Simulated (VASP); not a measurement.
# CaSe (rocksalt type) (Fm-3m) in VASP: further runs

Runs on CaSe (rocksalt type). Level: PBE. Tasks: single point.

All numbers are computed with VASP 6.6.1; they aren't measurements. Logs are shortened: lines on timing, memory, paths and dates and some standing lists are left out, and cuts for length are marked.

**1. The cell of the first run**

The structure is cubic, space group Fm-3m (No. 225). Conventional cell: a = 4.566 Å, b = 4.566 Å, c = 4.566 Å, α = 90.00°, β = 90.00°, γ = 90.00°. Ca (site symmetry m-3m) has 6 Se at 2.28 Å within 3.0 Å. Se (site symmetry m-3m) has 6 Ca at 2.28 Å within 3.0 Å.

**2. Single point, PBE (11.90 Å³/atom)**

Input file INCAR:

```
SYSTEM = CaSe
ALGO = Normal ; EDIFF = 1E-6
ENCUT = 520 ; GGA = PE
ISIF = 2 ; ISMEAR = -1
LASPH = .True. ; LCHARG = .False.
LREAL = .False. ; LWAVE = .False.
NBANDS = 15 ; NELM = 60
PREC = Accurate ; SIGMA = 0.08
```

Input file KPOINTS:

```
k-points
0
Gamma
  12 12 12
  0 0 0
```

Input file POSCAR:

```
CaSe
1.0
    0.0000000000      2.2828093150      2.2828093150
    2.2828093150      0.0000000000      2.2828093150
    2.2828093150      2.2828093150      0.0000000000
Ca Se
1 1
Direct
    0.0000000000      0.0000000000      0.0000000000
    0.5000000000      0.5000000000      0.5000000000
```

Potentials or basis: VASP PAW PBE potentials, release 64 (Ca_sv, Se).

Command:

```console
cat potpaw_PBE.64/Ca_sv/POTCAR potpaw_PBE.64/Se/POTCAR > POTCAR
mpirun -np 1 vasp_std > vasp.out
```

OUTCAR:

```text
SYSTEM = CaSe
   EDIFF = 1E-6
   ENCUT = 520
   GGA = PE
   ISIF = 2
   ISMEAR = -1
   LASPH = .True.
   LREAL = .False.
   NELM = 60
   PREC = Accurate

 ion  position               nearest neighbor table
   1  0.000  0.000  0.000-   2 2.28   2 2.28   2 2.28   2 2.28   2 2.28   2 2.28
   2  0.500  0.500  0.500-   1 2.28   1 2.28   1 2.28   1 2.28   1 2.28   1 2.28

  LATTYP: Found a face centered cubic cell.
 ALAT       =     4.5656186300

  Lattice vectors:

 A1 = (   0.0000000000,   2.2828093150,   2.2828093150)
 A2 = (   2.2828093150,   0.0000000000,   2.2828093150)
 A3 = (   2.2828093150,   2.2828093150,   0.0000000000)

Analysis of symmetry for initial positions (statically):
=====================================================================
 Subroutine PRICEL returns:
 Original cell was already a primitive cell.

 Routine SETGRP: Setting up the symmetry group for a
 face centered cubic supercell.

 Subroutine GETGRP returns: Found 48 space group operations
 (whereof 48 operations were pure point group operations)
 out of a pool of 48 trial point group operations.

The static configuration has the point symmetry O_h .

Analysis of symmetry for dynamics (positions and initial velocities):
=====================================================================
 Subroutine PRICEL returns:
 Original cell was already a primitive cell.

 Routine SETGRP: Setting up the symmetry group for a
 face centered cubic supercell.

 Subroutine GETGRP returns: Found 48 space group operations
 (whereof 48 operations were pure point group operations)
 out of a pool of 48 trial point group operations.

The dynamic configuration has the point symmetry O_h .

 Subroutine INISYM returns: Found 48 space group operations
 (whereof 48 operations are pure point group operations),
 and found     1 'primitive' translations

----------------------------------------------------------------------------------------

                                     Primitive cell

  volume of cell :      23.7924

  direct lattice vectors                    reciprocal lattice vectors
     0.000000000  2.282809315  2.282809315    -0.219028369  0.219028369  0.219028369
     2.282809315  0.000000000  2.282809315     0.219028369 -0.219028369  0.219028369
     2.282809315  2.282809315  0.000000000     0.219028369  0.219028369 -0.219028369

  length of vectors
     3.228379894  3.228379894  3.228379894     0.379368263  0.379368263  0.379368263

  position of ions in fractional coordinates (direct lattice)
     0.000000000  0.000000000  0.000000000
     0.500000000  0.500000000  0.500000000

  ion indices of the primitive-cell ions
   primitive index   ion index
                 1           1
                 2           2

----------------------------------------------------------------------------------------

 KPOINTS: k-points

Automatic generation of k-mesh.
 Grid dimensions read from file:
 generate k-points for:   12   12   12

 Generating k-lattice:

  Cartesian coordinates                     Fractional coordinates (reciprocal lattice)
    -0.018252364  0.018252364  0.018252364     0.083333333  0.000000000  0.000000000
     0.018252364 -0.018252364  0.018252364     0.000000000  0.083333333  0.000000000
     0.018252364  0.018252364 -0.018252364     0.000000000  0.000000000  0.083333333

  Length of vectors
     0.031614022  0.031614022  0.031614022

  Shift w.r.t. Gamma in fractional coordinates (k-lattice)
     0.000000000  0.000000000  0.000000000

 Subroutine IBZKPT returns following result:
 ===========================================

 Found     72 irreducible k-points:

 Following reciprocal coordinates:
            Coordinates               Weight
  0.000000  0.000000  0.000000      1.000000
  0.083333  0.000000  0.000000      8.000000
  0.166667  0.000000  0.000000      8.000000
  0.250000  0.000000  0.000000      8.000000
  0.333333  0.000000  0.000000      8.000000
  0.416667  0.000000  0.000000      8.000000
[... 16 lines left out ...]
  0.500000  0.166667  0.000000     24.000000
 -0.416667  0.166667  0.000000     24.000000
 [... further k-points ...]
   k-points           NKPTS =     72   k-points in BZ     NKDIM =     72   number of bands    NBANDS=     15
   number of dos      NEDOS =    301   number of ions     NIONS =      2
   total plane-waves  NPLWV =  13824
   dimension x,y,z NGX =    24 NGY =   24 NGZ =   24
   dimension x,y,z NGXF=    48 NGYF=   48 NGZF=   48
   ions per type =               1   1
   NGX,Y,Z   is equivalent  to a cutoff of  12.36, 12.36, 12.36 a.u.
   NGXF,Y,Z  is equivalent  to a cutoff of  24.72, 24.72, 24.72 a.u.
 SYSTEM =  CaSe
   PREC   = accura    normal or accurate (medium, high low for compatibility)
   ISTART =      0    job   : 0-new  1-cont  2-samecut
   ICHARG =      2    charge: 1-file 2-atom 10-const
   ISPIN  =      1    spin polarized calculation?
   LNONCOLLINEAR =      F non collinear calculations
   LSORBIT =      F    spin-orbit coupling
   LASPH  =      T    aspherical Exc in radial PAW
   ENCUT  =  520.0 eV  38.22 Ry    6.18 a.u.   6.00  6.00  6.00*2*pi/ulx,y,z
   NELM   =     60;   NELMIN=  2; NELMDL= -5     # of ELM steps
   EDIFF  = 0.1E-05   stopping-criterion for ELM
   LREAL  =      F    real-space projection
   EDIFFG = 0.1E-04   stopping-criterion for IOM
   NSW    =      0    number of steps for IOM
   IBRION =     -1    ionic relax: 0-MD 1-quasi-New 2-CG
   NFREE  =      0    steps in history (QN), initial steepest desc. (CG)
   ISIF   =      2    stress and relaxation
   ISYM   =      2    0-nonsym 1-usesym 2-fastsym
   POTIM  = 0.5000    time-step for ionic-motion
   TEBEG  =    0.0;   TEEND  =   0.0 temperature during run
   PSTRESS=    0.0 pullay stress
   NELECT =      16.0000    total number of electrons
   NUPDOWN=      -1.0000    fix difference up-down
   EMIN   =  10.00;   EMAX   =-10.00  energy-range for DOS
   EFERMI =   0.00;   METHOD = LEGACY
   ISMEAR =    -1;   SIGMA  =   0.08  broadening in eV -4-tet -1-fermi 0-gaus
   EFERMI_NEDOS =   21; number of points for ismear=-14 and -15
   IALGO  =     38    algorithm
   IMIX   =      4    mixing-type and parameters
     AMIX     =   0.40;   BMIX     =  1.00
     AMIX_MAG =   1.60;   BMIX_MAG =  1.00
  volume/ion in A,a.u.               =      11.90        80.28
  Fermi-wavevector in a.u.,A,eV,Ry     =   1.434284  2.710404 27.989510  2.057171
  Thomas-Fermi vector in A             =   2.553709
   LORBIT       =      0    0 simple, 1 ext, 2 COOP (PROOUT), +10 PAW based schemes
   GGA     = PE    functional components
   LHFCALC =     F    Hartree Fock is set to
   AEXX    =    0.0000 exact exchange contribution
   IVDW    =     0    specifies the selected vdW correction
   LEPSILON=     F    determine dielectric tensor
   LRPA    =     F    only Hartree local field effects (RPA)
 non-spin polarized calculation
  energy-cutoff  :      520.00
  volume of cell :       23.79
 maximum number of plane-waves:       651
   NGX = 13   NGY = 13   NGZ = 13

 number of electron      16.0000004 magnetization

 Free energy of the ion-electron system (eV)
  ---------------------------------------------------
  ext. energy  EPLUGINS =         0.00000000
  ---------------------------------------------------
  free energy    TOTEN  =        -0.67086191 eV

  energy without entropy =       -0.66694077  energy(sigma->0) =       -0.66890134

 E-fermi :  10.0540     XC(G=0): -12.9652

 val. band max:        9.9545242823   @ k =   0.2500   0.2500   0.0000
 cond. band min:      10.1214688323   @ k =   0.5000   0.4167   0.0000
 fundamental gap:      0.1669445500
 Fermi energy:        10.0539653659

 k-point     1 :       0.0000    0.0000    0.0000
  band No.  band energies     occupation
      1     -28.4513      2.00000
      2      -9.2867      2.00000
      3      -9.2867      2.00000
      4      -9.2867      2.00000
      5      -4.9705      2.00000
      6      11.0175      0.00001
      7      11.0175      0.00001
      8      11.0175      0.00001
      9      12.2442      0.00000
     10      12.2442      0.00000
     11      12.2442      0.00000
     12      14.0088      0.00000
     13      14.0088      0.00000
     14      20.1318      0.00000
     15      20.6461      0.00000

 k-point     2 :       0.0833    0.0000    0.0000
  band No.  band energies     occupation
      1     -28.4298      2.00000
      2      -9.5545      2.00000
      3      -9.2908      2.00000
      4      -9.2908      2.00000
      5      -4.6237      2.00000
      6       9.9197      1.68545
      7      10.2087      0.25265
      8      10.2087      0.25265
      9      12.5567      0.00000
     10      12.5567      0.00000
     11      12.8206      0.00000
     12      14.9132      0.00000
     13      14.9132      0.00000
     14      20.6964      0.00000
     15      21.1590      0.00000

 k-point     3 :       0.1667    0.0000    0.0000
  band No.  band energies     occupation
      1     -28.3703      2.00000
      2     -10.1556      2.00000
      3      -9.3018      2.00000
      4      -9.3018      2.00000
      5      -3.7867      2.00000
      6       8.2002      2.00000
      7       8.9823      2.00000
      8       8.9823      2.00000
      9      13.1605      0.00000
     10      13.1605      0.00000
     11      13.3205      0.00000
     12      16.7370      0.00000
     13      16.7370      0.00000
     14      22.1284      0.00000
     15      22.2662      0.00000
[... 343 lines left out ...]
 k-point    23 :       0.5000    0.1667    0.0000
  band No.  band energies     occupation
      1     -28.0911      2.00000
      2     -11.5189      2.00000
      3      -9.6842      2.00000
      4      -9.4913      2.00000
      5      -1.2697      2.00000
      6       4.2900      2.00000
      7       6.7411      2.00000
      8       7.1002      2.00000
      9      13.9655      0.00000
     10      17.3298      0.00000
     11      17.8833      0.00000
     12      18.6000      0.00000
     13      20.1202      0.00000
     14      22.3669      0.00000
     15      24.2347      0.00000

 k-point    24 :      -0.4167    0.1667    0.0000
  band No.  band energies     occupation
      1     -28.0852      2.00000
      2     -11.5536      2.00000
      3      -9.7654      2.00000
      4      -9.4256      2.00000
      5      -1.0493      2.00000
      6       4.0506      2.00000
      7       6.7808      2.00000
      8       6.8153      2.00000
      9      15.3102      0.00000
     10      16.5253      0.00000
     11      16.8227      0.00000
     12      19.3560      0.00000
     13      20.6395      0.00000
     14      21.5992      0.00000
     15      24.0166      0.00000

 [... further k-points ...]
[... 5 lines left out ...]
  --------------------------------------------------------------------------------------
  -------------------------------------------------------------------------------------
  Total       27.3283724     27.3283724     27.3283724     -0.0000000      0.0000000      0.0000000
  in kB     1840.2865204   1840.2865204   1840.2865204     -0.0000000      0.0000000      0.0000000
  external PRESSURE =    1840.2865204 kB  Pullay stress =       0.0000000 kB

 VOLUME and BASIS-vectors are now :
 -----------------------------------------------------------------------------
  energy-cutoff  :      520.00
  volume of cell :       23.79
      direct lattice vectors                 reciprocal lattice vectors
     0.000000000  2.282809315  2.282809315    -0.219028369  0.219028369  0.219028369
     2.282809315  0.000000000  2.282809315     0.219028369 -0.219028369  0.219028369
     2.282809315  2.282809315  0.000000000     0.219028369  0.219028369 -0.219028369

 POSITION                                       TOTAL-FORCE (eV/Angst)
 -----------------------------------------------------------------------------------
      0.00000      0.00000      0.00000        -0.000000      0.000000     -0.000000
      2.28281      2.28281      2.28281         0.000000     -0.000000      0.000000
 -----------------------------------------------------------------------------------
    total drift:                                0.000000     -0.000000     -0.000000

  FREE ENERGIE OF THE ION-ELECTRON SYSTEM (eV)
  ---------------------------------------------------
  free  energy   TOTEN  =        -0.6708619075 eV

  energy  without entropy=       -0.6669407678  energy(sigma->0) =       -0.66890134
```

It took 22 s on 1 thread of AMD EPYC 7R13 (Zen 3), shared host; peak memory 0.12 GiB.

What came out:

```
Free energy            : -0.6709 eV
Pressure               : 184.0 GPa
Band gap on the k mesh : zero (bands 8 and 9 overlap by 1.57 eV)
```

Caveat: the cell stands under pressure.

**3. Single point, PBE (14.54 Å³/atom)**

This run uses another cell than the first one, of 14.54 Å³/atom.

Input file INCAR:

```
SYSTEM = CaSe
ALGO = Normal ; EDIFF = 1E-7
ENCUT = 520 ; GGA = PE
ISIF = 2 ; ISMEAR = -1
LASPH = .True. ; LCHARG = .True.
LELF = .True. ; LREAL = .False.
LVHAR = .True. ; LWAVE = .False.
NBANDS = 15 ; NELM = 100
PREC = Accurate ; SIGMA = 0.08
```

KPOINTS is that of step 2.

Input file POSCAR:

```
CaSe
1.0
    0.0000000000      2.4407297489      2.4407297489
    2.4407297489      0.0000000000      2.4407297489
    2.4407297489      2.4407297489      0.0000000000
Ca Se
1 1
Direct
    0.0000000000      0.0000000000      0.0000000000
    0.5000000000      0.5000000000      0.5000000000
```

Potentials or basis: VASP PAW PBE potentials, release 64 (Ca_sv, Se).

Command:

```console
cat potpaw_PBE.64/Ca_sv/POTCAR potpaw_PBE.64/Se/POTCAR > POTCAR
mpirun -np 1 vasp_std > vasp.out
```

It took 34 s on 1 thread of AMD EPYC 7R13 (Zen 3), shared host; peak memory 0.15 GiB.

The run converged. Its results:

```yaml
Free_energy: -5.1203 eV
Pressure: 95.7 GPa
Band_gap_on_the_k_mesh: zero (bands 8 and 9 overlap by 0.72 eV)
```

Levels at points of the mesh, in eV from the Fermi level:
```csv
k point,band 4,band 5,band 6,band 7,band 8,band 9,band 10,band 11,band 12,band 13
"(0.00, 0.00, 0.00)",-19.65,-14.37,0.33,0.33,0.33,2.68,2.68,2.68,4.05,4.05
"(0.50, 0.00, 0.00)",-19.69,-11.31,-5.97,-2.95,-2.95,5.36,6.58,6.58,7.10,10.14
"(0.50, 0.50, 0.00)",-19.97,-13.16,-3.53,-1.06,-1.06,-0.39,5.64,7.74,7.74,8.12
```

Caveat: the cell stands under pressure; semilocal functionals underestimate gaps, and a narrow one can read as zero.

**4. Single point, PBE (17.18 Å³/atom)**

This run uses another cell than the first one, of 17.18 Å³/atom.

Input file INCAR:

```
SYSTEM = CaSe
PREC = Accurate
ENCUT = 520
EDIFF = 1E-6
ISMEAR = -1
SIGMA = 0.08
LREAL = .False.
LASPH = .True.
NELM = 60
ALGO = Normal
ISIF = 2
LWAVE = .False.
LCHARG = .False.
GGA = PE
NBANDS = 15
```

Input file KPOINTS:

```
Automatic mesh
0
Gamma
  12 12 12
  0 0 0
```

Input file POSCAR:

```
CaSe
1.0
    0.0000000000      2.5804963571      2.5804963571
    2.5804963571      0.0000000000      2.5804963571
    2.5804963571      2.5804963571      0.0000000000
Ca Se
1 1
Direct
    0.0000000000      0.0000000000      0.0000000000
    0.5000000000      0.5000000000      0.5000000000
```

Command:

```console
cat potpaw_PBE.64/Ca_sv/POTCAR potpaw_PBE.64/Se/POTCAR > POTCAR
mpirun -np 1 vasp_std > vasp.out
```

Wall time 29 s (1 thread of AMD EPYC 7R13 (Zen 3), shared host); peak memory 0.15 GiB.

Results (log left out):

| Quantity | Value |
| --- | --- |
| Free energy | -7.4524 eV |
| Pressure | 50.2 GPa |
| Band gap on the k mesh | 0.38 eV (least direct gap 1.69 eV) |

Levels at points of the mesh, in eV from the valence-band top:
| k point | band 5 | band 6 | band 7 | band 8 | band 9 | band 10 | band 11 | band 12 |
| --- | --- | --- | --- | --- | --- | --- | --- | --- |
| (0.00, 0.00, 0.00) | -13.69 | 0.00 | 0.00 | 0.00 | 3.00 | 3.00 | 3.00 | 4.08 |
| (0.50, 0.00, 0.00) | -11.64 | -5.24 | -2.47 | -2.47 | 4.99 | 6.20 | 6.20 | 6.45 |
| (0.50, 0.50, 0.00) | -12.60 | -3.56 | -1.30 | -1.30 | 0.38 | 5.40 | 6.97 | 7.14 |

Caveat: the cell stands under pressure; semilocal functionals underestimate gaps, and a narrow one can read as zero. A k mesh can miss the band edges.

**5. Single point, PBE (17.18 Å³/atom)**

This run uses another cell than the first one, of 17.18 Å³/atom.

Input file INCAR:

```
ALGO = Normal
EDIFF = 1E-6
ENCUT = 520
GGA = PE
ISIF = 2
ISMEAR = -1
LASPH = True
LCHARG = False
LREAL = False
LWAVE = False
NBANDS = 15
NELM = 100
PREC = Accurate
SIGMA = 0.08
```

Input file KPOINTS:

```
k-points
0
Gamma
  12 12 12
```

POSCAR is that of step 4.

Command:

```console
cat potpaw_PBE.64/Ca_sv/POTCAR potpaw_PBE.64/Se/POTCAR > POTCAR
mpirun -np 1 vasp_std > vasp.out
```

Run time: 32 s. Hardware: 1 thread of AMD EPYC 7R13 (Zen 3), shared host; peak memory 0.15 GiB.

The run converged. Its results:

* Free energy: -7.4524 eV
* Pressure: 50.2 GPa
* Band gap on the k mesh: 0.38 eV (least direct gap 1.69 eV)

Levels at points of the mesh, in eV from the valence-band top:
```tsv
k point	band 4	band 5	band 6	band 7	band 8	band 9	band 10	band 11	band 12	band 13
(0.00, 0.00, 0.00)	-19.99	-13.69	0.00	0.00	0.00	3.00	3.00	3.00	4.08	4.08
(0.50, 0.00, 0.00)	-20.01	-11.64	-5.24	-2.47	-2.47	4.99	6.20	6.20	6.45	9.34
(0.50, 0.50, 0.00)	-20.16	-12.60	-3.56	-1.30	-1.30	0.38	5.40	6.97	7.14	7.14
```

Caveat: the cell stands under pressure; semilocal functionals underestimate gaps, and a narrow one can read as zero.

**6. The runs side by side**

```tsv
cell	gap on the mesh (eV)	pressure (GPa)
a = 3.228 Å, angles 60.0°, 2 atoms	none	184.0
a = 3.452 Å, angles 60.0°, 2 atoms	none	95.7
a = 3.649 Å, angles 60.0°, 2 atoms	0.38	50.2
```

Alike in all rows: task single point; level PBE; potentials or basis VASP PAW PBE potentials, release 64 (Ca_sv, Se); no spin polarisation; k mesh 12 × 12 × 12; cutoff (eV) 520; smearing fermi-dirac 0.08 eV.

Caveats: the cell stands under pressure; semilocal functionals underestimate gaps, and a narrow one can read as zero (at least some runs).

Absolute energies hang on the potentials; compare differences alone.

The gap in the log of VASP goes by the Fermi energy; the results here count the filled bands.